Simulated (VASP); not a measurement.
# SiO2 (Cmce) in VASP: single point with r2SCAN

Aim: the single point of SiO2 with r2SCAN.

Everything below comes from runs of VASP 6.6.1. Logs are shortened: lines on timing, memory, paths and dates and some standing lists are left out, and cuts for length are marked.

### Step 1. The cell of the first run

The structure is orthorhombic, space group Cmce (No. 64). The conventional cell has a = 9.111 Å, b = 10.514 Å, c = 9.126 Å, α = 90.00°, β = 90.00°, γ = 90.00°. Si (site symmetry 1) has 4 O at 1.62 to 1.63 Å within 2.2 Å. Within 2.2 Å of O (site symmetry 2) lie 2 Si at 1.63 Å. O (site symmetry 2) has 2 Si at 1.62 Å within 2.2 Å. Within 2.2 Å of O (site symmetry m) lie 2 Si at 1.63 Å. O (site symmetry -1) has 2 Si at 1.62 Å within 2.2 Å.

### Step 2. Single point, r2SCAN (18.21 Å³/atom)

POSCAR reads:

```
SiO2
1.0
    4.5556365509     -5.2571659476      0.0000000000
    4.5556365509      5.2571659476      0.0000000000
    0.0000000000      0.0000000000      9.1264341042
Si O
8 16
Direct
    0.3081724821      0.0438025884      0.9116268171
    0.4561974116      0.1918275179      0.5883731829
    0.0438025884      0.3081724821      0.0883731829
    0.1918275179      0.4561974116      0.4116268171
    0.9561974116      0.6918275179      0.9116268171
    0.6918275179      0.9561974116      0.0883731829
    0.8081724821      0.5438025884      0.5883731829
    0.5438025884      0.8081724821      0.4116268171
    0.7959366785      0.7959366785      0.0000000000
    0.6270817425      0.8729182575      0.2500000000
    0.7040633215      0.7040633215      0.5000000000
    0.3447290919      0.6552709081      0.3961678160
    0.1270817425      0.3729182575      0.2500000000
    0.8729182575      0.6270817425      0.7500000000
    0.2040633215      0.2040633215      0.0000000000
    0.3729182575      0.1270817425      0.7500000000
    0.0000000000      0.5000000000      0.0000000000
    0.1552709081      0.8447290919      0.8961678160
    0.6552709081      0.3447290919      0.6038321840
    0.8447290919      0.1552709081      0.1038321840
    0.2959366785      0.2959366785      0.5000000000
    0.5000000000      0.0000000000      0.0000000000
    0.0000000000      0.5000000000      0.5000000000
    0.5000000000      0.0000000000      0.5000000000
```

INCAR.step1 reads:

```
PREC = Accurate
ENCUT = 520
ISMEAR = 0
SIGMA = 0.02
LREAL = Auto
LASPH = T
NELM = 100
NBANDS = 82
GGA = PE
ALGO = Normal
EDIFF = 1E-4
LWAVE = T
LCHARG = F
```

INCAR.step2 reads:

```
PREC = Accurate
ENCUT = 520
EDIFF = 1E-6
ISMEAR = 0
SIGMA = 0.02
LREAL = Auto
LASPH = T
NELM = 100
ALGO = Normal
ISIF = 2
LWAVE = F
LCHARG = F
METAGGA = R2SCAN
LMIXTAU = T
NBANDS = 82
ISTART = 1
```

KPOINTS reads:

```
regular mesh
0
Gamma
  4 4 4
```

Potentials or basis: VASP PAW PBE potentials, release 64 (Si, O).

Launch:

```
$ cat potpaw_PBE.64/Si/POTCAR potpaw_PBE.64/O/POTCAR > POTCAR
$ cp INCAR.step1 INCAR
$ mpirun -np 1 vasp_std > vasp.out
$ cp INCAR.step2 INCAR
$ mpirun -np 1 vasp_std > vasp.out
```

OUTCAR:

```text
PREC = Accurate
   ENCUT = 520
   EDIFF = 1E-6
   ISMEAR = 0
   LREAL = Auto
   LASPH = T
   NELM = 100
   ISIF = 2
   METAGGA = R2SCAN
   ISTART = 1

 ion  position               nearest neighbor table
   1  0.308  0.044  0.912-  22 1.62  16 1.62  15 1.63  18 1.63
   2  0.456  0.192  0.588-  24 1.62  16 1.62  21 1.63  19 1.63
   3  0.044  0.308  0.088-  17 1.62  13 1.62  15 1.63  20 1.63
   4  0.192  0.456  0.412-  23 1.62  13 1.62  21 1.63  12 1.63
   5  0.956  0.692  0.912-  17 1.62  14 1.62   9 1.63  18 1.63
   6  0.692  0.956  0.088-  22 1.62  10 1.62   9 1.63  20 1.63
   7  0.808  0.544  0.588-  23 1.62  14 1.62  11 1.63  19 1.63
   8  0.544  0.808  0.412-  24 1.62  10 1.62  11 1.63  12 1.63
   9  0.796  0.796  0.000-   5 1.63   6 1.63
  10  0.627  0.873  0.250-   6 1.62   8 1.62
  11  0.704  0.704  0.500-   7 1.63   8 1.63
  12  0.345  0.655  0.396-   4 1.63   8 1.63
  13  0.127  0.373  0.250-   3 1.62   4 1.62
  14  0.873  0.627  0.750-   5 1.62   7 1.62
[... 8 lines left out ...]
  23  0.000  0.500  0.500-   4 1.62   7 1.62
  24  0.500  0.000  0.500-   2 1.62   8 1.62

  LATTYP: Found a base centered orthorhombic cell.
 ALAT       =     9.1112731018
 B/A-ratio  =     1.1539915199
 C/A-ratio  =     1.0016639829

  Lattice vectors:

 A1 = (   4.5556365509,  -5.2571659476,   0.0000000000)
 A2 = (   4.5556365509,   5.2571659476,   0.0000000000)
 A3 = (   0.0000000000,   0.0000000000,   9.1264341042)

Analysis of symmetry for initial positions (statically):
=====================================================================
 Subroutine PRICEL returns:
 Original cell was already a primitive cell.

 Routine SETGRP: Setting up the symmetry group for a
 base centered orthorhombic supercell.

 Subroutine GETGRP returns: Found  8 space group operations
 (whereof  4 operations were pure point group operations)
 out of a pool of  8 trial point group operations.

The static configuration has the point symmetry C_2h.
 The point group associated with its full space group is D_2h.

Analysis of symmetry for dynamics (positions and initial velocities):
=====================================================================
 Subroutine PRICEL returns:
 Original cell was already a primitive cell.

 Routine SETGRP: Setting up the symmetry group for a
 base centered orthorhombic supercell.

 Subroutine GETGRP returns: Found  8 space group operations
 (whereof  4 operations were pure point group operations)
 out of a pool of  8 trial point group operations.

The dynamic configuration has the point symmetry C_2h.
 The point group associated with its full space group is D_2h.

 Subroutine INISYM returns: Found  8 space group operations
 (whereof  4 operations are pure point group operations),
 and found     1 'primitive' translations

----------------------------------------------------------------------------------------

                                     Primitive cell

  volume of cell :     437.1514

  direct lattice vectors                    reciprocal lattice vectors
     4.555636551 -5.257165948  0.000000000     0.109754146 -0.095108278  0.000000000
     4.555636551  5.257165948  0.000000000     0.109754146  0.095108278  0.000000000
     0.000000000  0.000000000  9.126434104     0.000000000  0.000000000  0.109571821

  length of vectors
     6.956408426  6.956408426  9.126434104     0.145229326  0.145229326  0.109571821

  position of ions in fractional coordinates (direct lattice)
     0.308172482  0.043802588  0.911626817
     0.456197412  0.191827518  0.588373183
     0.043802588  0.308172482  0.088373183
     0.191827518  0.456197412  0.411626817
     0.956197412  0.691827518  0.911626817
     0.691827518  0.956197412  0.088373183
[... 16 lines left out ...]
     0.000000000  0.500000000  0.500000000
     0.500000000  0.000000000  0.500000000

  ion indices of the primitive-cell ions
   primitive index   ion index
                 1           1
                 2           2
                 3           3
                 4           4
                 5           5
                 6           6
[... 16 lines left out ...]
                23          23
                24          24

----------------------------------------------------------------------------------------

 KPOINTS: regular mesh

Automatic generation of k-mesh.
 Grid dimensions read from file:
 generate k-points for:    4    4    4

 Generating k-lattice:

  Cartesian coordinates                     Fractional coordinates (reciprocal lattice)
     0.027438537 -0.023777069  0.000000000     0.250000000  0.000000000  0.000000000
     0.027438537  0.023777069  0.000000000     0.000000000  0.250000000  0.000000000
     0.000000000  0.000000000  0.027392955     0.000000000  0.000000000  0.250000000

  Length of vectors
     0.036307332  0.036307332  0.027392955

  Shift w.r.t. Gamma in fractional coordinates (k-lattice)
     0.000000000  0.000000000  0.000000000

 Subroutine IBZKPT returns following result:
 ===========================================

 Found     21 irreducible k-points:

 Following reciprocal coordinates:
            Coordinates               Weight
  0.000000  0.000000  0.000000      1.000000
  0.250000 -0.000000  0.000000      4.000000
  0.500000 -0.000000  0.000000      2.000000
  0.250000  0.250000  0.000000      2.000000
  0.500000  0.250000  0.000000      4.000000
 -0.250000  0.250000  0.000000      2.000000
[... 13 lines left out ...]
 -0.250000  0.250000  0.500000      2.000000
  0.500000  0.500000  0.500000      1.000000
   k-points           NKPTS =     21   k-points in BZ     NKDIM =     21   number of bands    NBANDS=     82
   number of dos      NEDOS =    301   number of ions     NIONS =     24
   total plane-waves  NPLWV = 204120
   dimension x,y,z NGX =    54 NGY =   54 NGZ =   70
   dimension x,y,z NGXF=   108 NGYF=  108 NGZF=  140
   ions per type =               8  16
   NGX,Y,Z   is equivalent  to a cutoff of  12.91, 12.91, 12.75 a.u.
   NGXF,Y,Z  is equivalent  to a cutoff of  25.81, 25.81, 25.50 a.u.
 SYSTEM =  unknown system
   PREC   = accura    normal or accurate (medium, high low for compatibility)
   ISTART =      1    job   : 0-new  1-cont  2-samecut
   ICHARG =      0    charge: 1-file 2-atom 10-const
   ISPIN  =      1    spin polarized calculation?
   LNONCOLLINEAR =      F non collinear calculations
   LSORBIT =      F    spin-orbit coupling
   LASPH  =      T    aspherical Exc in radial PAW
   ENCUT  =  520.0 eV  38.22 Ry    6.18 a.u.  12.93 12.93 16.97*2*pi/ulx,y,z
   NELM   =    100;   NELMIN=  2; NELMDL=  0     # of ELM steps
   EDIFF  = 0.1E-05   stopping-criterion for ELM
   LREAL  =      T    real-space projection
   EDIFFG = 0.1E-04   stopping-criterion for IOM
   NSW    =      0    number of steps for IOM
   IBRION =     -1    ionic relax: 0-MD 1-quasi-New 2-CG
   NFREE  =      0    steps in history (QN), initial steepest desc. (CG)
   ISIF   =      2    stress and relaxation
   ISYM   =      2    0-nonsym 1-usesym 2-fastsym
   POTIM  = 0.5000    time-step for ionic-motion
   TEBEG  =    0.0;   TEEND  =   0.0 temperature during run
   PSTRESS=    0.0 pullay stress
   NELECT =     128.0000    total number of electrons
   NUPDOWN=      -1.0000    fix difference up-down
   EMIN   =  10.00;   EMAX   =-10.00  energy-range for DOS
   EFERMI =   0.00;   METHOD = LEGACY
   ISMEAR =     0;   SIGMA  =   0.02  broadening in eV -4-tet -1-fermi 0-gaus
   EFERMI_NEDOS =   21; number of points for ismear=-14 and -15
   IALGO  =     38    algorithm
   IMIX   =      4    mixing-type and parameters
     AMIX     =   0.40;   BMIX     =  1.00
     AMIX_MAG =   1.60;   BMIX_MAG =  1.00
  volume/ion in A,a.u.               =      18.21       122.92
  Fermi-wavevector in a.u.,A,eV,Ry     =   1.087095  2.054312 16.079035  1.181776
  Thomas-Fermi vector in A             =   2.223247
   LORBIT       =      0    0 simple, 1 ext, 2 COOP (PROOUT), +10 PAW based schemes
   METAGGA = R2SCAN    functional components
   LHFCALC =     F    Hartree Fock is set to
   AEXX    =    0.0000 exact exchange contribution
   IVDW    =     0    specifies the selected vdW correction
   LEPSILON=     F    determine dielectric tensor
   LRPA    =     F    only Hartree local field effects (RPA)
 non-spin polarized calculation
 Gauss-broadening in eV      SIGMA  =   0.02
  energy-cutoff  :      520.00
  volume of cell :      437.15
 maximum number of plane-waves:     11800
 NGX is ok and might be reduce to    54
   NGX = 25   NGY = 25   NGZ = 33

 number of electron     128.0000046 magnetization

 Free energy of the ion-electron system (eV)
  ---------------------------------------------------
  ext. energy  EPLUGINS =         0.00000000
  ---------------------------------------------------
  free energy    TOTEN  =      -237.75568249 eV

  energy without entropy =     -237.75568249  energy(sigma->0) =     -237.75568249

 E-fermi :  -1.5921     XC(G=0):  -7.4475

 val. band max:       -1.7677074781   @ k =   0.0000   0.0000   0.0000
 cond. band min:       4.2172543827   @ k =   0.0000   0.0000   0.0000
 fundamental gap:      5.9849618608
 Fermi energy:        -1.5921124625

 k-point     1 :       0.0000    0.0000    0.0000
  band No.  band energies     occupation
      1     -21.9964      2.00000
      2     -21.6198      2.00000
      3     -21.1753      2.00000
      4     -21.1561      2.00000
      5     -21.1516      2.00000
      6     -20.6769      2.00000
[... 68 lines left out ...]
     75       8.4841      0.00000
     76       8.5321      0.00000

 k-point     2 :       0.2500   -0.0000    0.0000
  band No.  band energies     occupation
      1     -21.9314      2.00000
      2     -21.6088      2.00000
      3     -21.3616      2.00000
      4     -21.1974      2.00000
      5     -21.0451      2.00000
      6     -20.8742      2.00000
[... 1493 lines left out ...]
 k-point    21 :       0.5000    0.5000    0.5000
  band No.  band energies     occupation
      1     -21.6060      2.00000
      2     -21.6060      2.00000
      3     -21.4283      2.00000
      4     -21.4283      2.00000
      5     -21.1919      2.00000
      6     -21.1919      2.00000
[... 68 lines left out ...]
     75       8.0250      0.00000
     76       8.0250      0.00000
 [bands above 76 left out]

------------------------ aborting loop because EDIFF is reached ----------------------------------------

  FORCE on cell =-STRESS in cart. coord.  units (eV):
  Direction    XX          YY          ZZ          XY          YZ          ZX
  --------------------------------------------------------------------------------------
  -------------------------------------------------------------------------------------
  Total      -15.4756017    -15.6484911    -15.6519789      0.0000000      0.0000000      0.0000000
  in kB      -56.7186979    -57.3523446    -57.3651277      0.0000000      0.0000000      0.0000000
  external PRESSURE =     -57.1453901 kB  Pullay stress =       0.0000000 kB

 VOLUME and BASIS-vectors are now :
 -----------------------------------------------------------------------------
  energy-cutoff  :      520.00
  volume of cell :      437.15
      direct lattice vectors                 reciprocal lattice vectors
     4.555636551 -5.257165948  0.000000000     0.109754146 -0.095108278  0.000000000
     4.555636551  5.257165948  0.000000000     0.109754146  0.095108278  0.000000000
     0.000000000  0.000000000  9.126434104     0.000000000  0.000000000  0.109571821

 POSITION                                       TOTAL-FORCE (eV/Angst)
 -----------------------------------------------------------------------------------
      1.60347     -1.38984      8.31990         0.025685     -0.006870     -0.007166
      2.95217     -1.38984      5.36975        -0.025685     -0.006870      0.007166
      1.60347      1.38984      0.80653         0.025685      0.006870      0.007166
      2.95217      1.38984      3.75669        -0.025685      0.006870     -0.007166
      7.50780     -1.38984      8.31990        -0.025685     -0.006870     -0.007166
      7.50780      1.38984      0.80653        -0.025685      0.006870      0.007166
[... 16 lines left out ...]
      2.27782      2.62858      4.56322         0.000000     -0.000000      0.000000
      2.27782     -2.62858      4.56322         0.000000     -0.000000      0.000000
 -----------------------------------------------------------------------------------
    total drift:                               -0.000000      0.000000     -0.000000

  FREE ENERGIE OF THE ION-ELECTRON SYSTEM (eV)
  ---------------------------------------------------
  free  energy   TOTEN  =      -237.7556824860 eV

  energy  without entropy=     -237.7556824860  energy(sigma->0) =     -237.75568249
```

It took 67 min on 1 thread of Oxide Virtual Turin-like, shared host; peak memory 0.77 GiB.

Results:

- Free energy: -237.7557 eV
- Pressure: -5.7 GPa
- Largest force: 0.028 eV/Å
- Band gap on the k mesh: 5.99 eV

Forces on the atoms (eV/Å):
```
Si   0.026 -0.007 -0.007
Si  -0.026 -0.007  0.007
Si   0.026  0.007  0.007
Si  -0.026  0.007 -0.007
Si  -0.026 -0.007 -0.007
Si  -0.026  0.007  0.007
Si   0.026 -0.007  0.007
Si   0.026  0.007 -0.007
O    0.007  0.000  0.000
O    0.000 -0.004  0.000
O   -0.007  0.000  0.000
O    0.000 -0.008  0.005
O    0.000 -0.004  0.000
O    0.000  0.004  0.000
O   -0.007  0.000  0.000
O    0.000  0.004  0.000
O    0.000  0.000  0.000
O    0.000  0.008  0.005
O    0.000  0.008 -0.005
O    0.000 -0.008 -0.005
O    0.007  0.000  0.000
O    0.000  0.000  0.000
O    0.000  0.000  0.000
O    0.000  0.000  0.000
```

Levels at points of the mesh, in eV from the valence-band top:
```tsv
k point	band 61	band 62	band 63	band 64	band 65	band 66	band 67	band 68
(0.00, 0.00, 0.00)	-0.51	-0.28	0.00	0.00	5.98	8.21	8.34	8.91
(0.50, 0.00, 0.00)	-0.28	-0.28	-0.23	-0.23	7.15	7.15	8.81	8.81
(0.50, 0.50, 0.00)	-0.18	-0.08	-0.03	0.00	7.83	7.84	8.14	8.36
(0.00, 0.00, 0.50)	-0.27	-0.27	-0.10	-0.10	6.68	6.68	9.06	9.06
(0.50, 0.00, 0.50)	-0.43	-0.43	-0.18	-0.18	7.57	7.57	7.81	7.81
(0.50, 0.50, 0.50)	-0.28	-0.28	-0.12	-0.12	8.17	8.17	8.34	8.34
```

Caveat: the cell stands under tension; the PAW data sets were made with another functional, which shifts forces and pressure a little.
